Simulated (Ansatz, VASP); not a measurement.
## One calculation of KCl, two programs

```
K Cl
1.0
     4.17070    0.00000    0.00000
     0.00000    4.17070    0.00000
     0.00000    0.00000    3.25314
K Cl
1 1
Direct
  0.00000 0.00000 0.00000
  0.50000 0.50000 0.50000
```

Alike in both runs: task single point; functional PBE; k mesh 8 × 8 × 8; occupations gaussian, width 0.05 eV; no spin polarisation.

|  | VASP | Ansatz |
| --- | --- | --- |
| version | VASP 6.6.1 | Ansatz 0.2.0 |
| potentials or method | VASP PAW PBE potentials, release 64 (K_sv, Cl), cutoff 520 eV | scalar-relativistic, plane waves, PAW |
| valence electrons in the cell | 16 | 16 |

Ansatz gave:

| Item | Value |
| --- | --- |
| gap on the k mesh at the Fermi level (eV) | 3.24 |
| least direct gap on the mesh (eV) | 3.32 |
| pressure (GPa) | 0.4 |
| traceless stress, the component that is largest in VASP (GPa) | 8.30 |

Which values does VASP return?

gap on the k mesh at the Fermi level (eV): 3.25; least direct gap on the mesh (eV): 3.33; pressure (GPa): 0.4; traceless stress, the component that is largest in VASP (GPa): 8.29.

With one functional, cell and mesh, what is left measures potentials, basis and numerics.
